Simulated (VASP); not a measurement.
Here is a VASP 6.6.1 calculation.

File INCAR:

```
SYSTEM = HfO2
ALGO = Normal
EDIFF = 1E-6
ENCUT = 520
GGA = PS
ISIF = 2
ISMEAR = 0
LASPH = .True.
LCHARG = .False.
LREAL = .False.
LWAVE = .False.
NBANDS = 18
NELM = 100
PREC = Accurate
SIGMA = 0.01
```

KPOINTS

```
k-points
0
Gamma
  8 8 8
  0 0 0
```

Contents of POSCAR:

```
HfO2
1.0
    0.0000000000      2.5217595880      2.5217595880
    2.5217595880      0.0000000000      2.5217595880
    2.5217595880      2.5217595880      0.0000000000
Hf O
1 2
Direct
    0.0000000000      0.0000000000      0.0000000000
    0.2500000000      0.2500000000      0.2500000000
    0.7500000000      0.7500000000      0.7500000000
```

Potentials or basis: VASP PAW PBE potentials, release 64 (Hf_pv, O).

Run with:

```bash
$ cat potpaw_PBE.64/Hf_pv/POTCAR potpaw_PBE.64/O/POTCAR > POTCAR
$ mpirun -np 1 vasp_std > vasp.out
```

**Question.** Predict the band gap on the k mesh.

**Answer.** 3.71 eV, direct.

**Question.** Estimate the pressure.

**Answer.** -3.7 GPa.

Caveat: the PAW data sets were made with another functional, which shifts forces and pressure a little; spin-orbit coupling is left out, which moves the levels of the heavy elements. A k mesh can miss the band edges.
